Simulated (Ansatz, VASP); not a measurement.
Ni2O: VASP beside Ansatz

```
Ni O
1.0
     4.34438    0.00000    0.00000
     0.00000    4.47666    0.00000
     0.00000    0.00000    2.92410
Ni O
4 2
Direct
  0.22500 0.82500 0.50000
  0.72500 0.67500 0.00000
  0.77500 0.17500 0.50000
  0.27500 0.32500 0.00000
  0.50000 0.50000 0.50000
  0.00000 0.00000 0.00000
```

Alike in both runs: task single point; functional PBE; k mesh 4 × 4 × 6; occupations gaussian, width 0.1 eV; collinear spin.

|  | VASP | Ansatz |
| --- | --- | --- |
| version | VASP 6.6.1 | Ansatz 0.2.0 |
| potentials or method | VASP PAW PBE potentials, release 64 (Ni, O), cutoff 520 eV | scalar-relativistic, plane waves, PAW |
| valence electrons in the cell | 52 | 84 |

|  | VASP | Ansatz | Ansatz less VASP |
| --- | --- | --- | --- |
| gap on the k mesh at the Fermi level (eV) | none | none | - |
| pressure (GPa) | 27.4 | 26.8 | -0.52 |
| traceless stress, the component that is largest in VASP (GPa) | 3.28 | 3.33 | +0.052 |
| rms of the force components (eV/Å) | 0.422 | 0.421 | -0.0008 |
| net moment per atom (μB) | 0.65 | 0.65 | +0.001 |
| size of the moment on the site where the two differ most (μB) | 0.86 | 0.85 | -0.014 |

Site moments also hang on the region over which each program counts them. Atom by atom the forces differ by 0.003 eV/Å (rms over components). A gap of «none» marks a metal or a gap that the smearing closes. With one functional, cell and mesh, what is left measures potentials, basis and numerics. VASP's potentials hold 52 valence electrons a cell and Ansatz's 84, so a difference there can come from the potentials and not from the codes.

The k mesh is coarse, so the values compare programs but aren't converged.
